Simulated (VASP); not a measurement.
A run of VASP 6.6.1:

Contents of INCAR:

```
SYSTEM = HfN
PREC = Accurate
ENCUT = 520
EDIFF = 1E-7
ISMEAR = 0
SIGMA = 0.15
LREAL = .False.
LASPH = .True.
NELM = 100
ALGO = Normal
ISIF = 2
LWAVE = .False.
LCHARG = .True.
GGA = PE
LELF = .True.
LVHAR = .True.
NBANDS = 14
```

File KPOINTS:

```
Automatic mesh
0
Gamma
  20 20 20
  0 0 0
```

Contents of POSCAR:

```
HfN
1.0
    0.0000000000      2.4540572876      1.9141646843
    2.4540572876      0.0000000000      1.9141646843
    2.4540572876      2.4540572876      0.0000000000
Hf N
1 1
Direct
    0.0000000000      0.0000000000      0.0000000000
    0.5000000000      0.5000000000      0.5000000000
```

Potentials or basis: VASP PAW PBE potentials, release 64 (Hf_pv, N).

Launch:

```sh
$ cat potpaw_PBE.64/Hf_pv/POTCAR potpaw_PBE.64/N/POTCAR > POTCAR
$ mpirun -np 1 vasp_std > vasp.out
```

Hardware: 1 thread of AMD EPYC 7R13 (shared host).

**Question.** How long does it take, and how much memory?

**Answer.** It took 5.1 min on 1 thread of AMD EPYC 7R13, on a shared host, peak memory 0.3 GiB. Counts: scf iterations 14, k points 641.
